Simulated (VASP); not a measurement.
Set up this calculation in VASP 6.6.1, as the native input.

| Item | Value |
| --- | --- |
| Task | single point |
| Functional | BLYP |
| Dispersion | D4 |
| Potentials or basis | VASP PAW PBE potentials, release 64 (Co, Ti_sv) |
| Cutoff | 520 eV |
| k mesh | 9 × 9 × 9 |
| Occupations | fermi-dirac, width 0.05 eV |
| Spin | collinear spin, ferromagnetic start |
| Starting moments | [2.0, 1.0] μB |
| Dipole correction | no |
| Further INCAR settings | ALGO = Normal; EDIFF = 1e-06; NBANDS = 22 |

The structure of TiCo lies in POSCAR:

```
TiCo
1.0
    2.9713693719      0.0000000000      0.0000000000
    0.0000000000      2.9713693719      0.0000000000
    0.0000000000      0.0000000000      2.9713693719
Co Ti
1 1
Direct
    0.5000000000      0.5000000000      0.5000000000
    0.0000000000      0.0000000000      0.0000000000
```

These files were run (other wordings do the same):

INCAR

```
AGGAC = 1.0 ; AGGAX = 1.0
ALDAC = 0.0 ; ALDAX = 1.0
ALGO = Normal ; EDIFF = 1E-6
ENCUT = 520 ; GGA = B5
ISIF = 2 ; ISMEAR = -1
ISPIN = 2 ; IVDW = 13
LASPH = True ; LCHARG = False
LMAXMIX = 4 ; LORBIT = 11
LREAL = False ; LWAVE = False
MAGMOM = 2 1 ; NBANDS = 22
NELM = 150 ; PREC = Accurate
SIGMA = 0.05 ; VDW_A1 = 0.44488865
VDW_A2 = 4.0933009 ; VDW_S6 = 1.0
VDW_S8 = 2.34076671
```

KPOINTS

```
k-points
0
Gamma
  9 9 9
```

Potentials or basis: VASP PAW PBE potentials, release 64 (Co, Ti_sv).

Run with:

```bash
$ cat potpaw_PBE.64/Co/POTCAR potpaw_PBE.64/Ti_sv/POTCAR > POTCAR
$ mpirun -np 1 vasp_std > vasp.out
```

Results of the run:

```yaml
Pressure: -0.4 GPa
Net_moment: 0.70 μB per cell
Site_moments: Co +0.74; Ti -0.00 μB
Valence_electrons_inside_the_program's_atomic_spheres: Co 8.36; Ti 10.35
Dispersion_energy_per_atom: -0.589 eV
```

Caveat: the PAW data sets were made with another functional, which shifts forces and pressure a little; pairwise dispersion overbinds metals, which lowers pressure and volume.

Wall time 23 s on 1 thread of Intel(R) Xeon(R) 6975P-C (Granite Rapids), with other jobs on the host, peak memory 0.17 GiB.
